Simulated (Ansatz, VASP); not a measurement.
**Cu in VASP and in Ansatz**

INCAR

```
PREC = Accurate
ENCUT = 520
EDIFF = 1E-7
ISMEAR = -1
SIGMA = 0.1
LREAL = F
LASPH = T
NELM = 60
ALGO = Normal
ISIF = 2
LWAVE = F
LCHARG = F
GGA = PS
NBANDS = 24
```

File KPOINTS:

```
regular mesh
0
Gamma
  10 10 14
```

The input POSCAR:

```
Cu
1.0
    4.0496806958      0.0000000000      0.0000000000
   -2.0248403479      3.5071263597      0.0000000000
    0.0000000000      0.0000000000      2.4324094066
Cu
3
Direct
    0.0000000000      1.0000000000      0.0000000000
    0.3333333333      0.6666666667      0.5000000000
    0.6666666667      0.3333333333      0.5000000000
```

Input for Ansatz:

```yaml
crystal:
  lattice:
    - [4.0496806958, 0.0, 0.0]
    - [-2.0248403479, 3.5071263597, 0.0]
    - [0.0, 0.0, 2.4324094066]
  atoms:
    - { symbol: Cu, position: [0.0, 1.0, 0.0] }
    - { symbol: Cu, position: [0.3333333333, 0.6666666667, 0.5] }
    - { symbol: Cu, position: [0.6666666667, 0.3333333333, 0.5] }
hamiltonian:
  xc: pbesol
  pseudopotentials:
    kind: paw
    azcp:
      Cu: "pseudopotentials/Cu.paw.azcp"
basis:
  ecutwfc: 420
  fft_grid_basis: typed
kpoints:
  mp_grid: { grid: [10, 10, 14], shift: [0, 0, 0] }
magnetization:
  spin_polarized: false
scf:
  occupations: { method: fermi_dirac, width: 0.1 }
  lower_state_search: "off"
output:
  stress: true
```

Alike in both runs: task single point; functional PBEsol; k mesh 10 × 10 × 14; occupations fermi-dirac, width 0.1 eV; no spin polarisation.

|  | VASP | Ansatz |
| --- | --- | --- |
| version | VASP 6.6.1 | Ansatz 0.2.0 |
| potentials or method | VASP PAW PBE potentials, release 64 (Cu), cutoff 520 eV | plane waves (420 eV) with PAW, scalar-relativistic |
| valence electrons in the cell | 33 | 57 |

```csv
,VASP,Ansatz,Ansatz less VASP
pressure (GPa),0.7,0.0,-0.70
"traceless stress, the component that is largest in VASP (GPa)",-0.37,-0.29,+0.079
```

VASP's potentials were made for PBE, not for PBEsol, and Ansatz warns of the same on its side. VASP's potentials hold 33 valence electrons a cell and Ansatz's 57, so a difference there can come from the potentials and not from the codes.
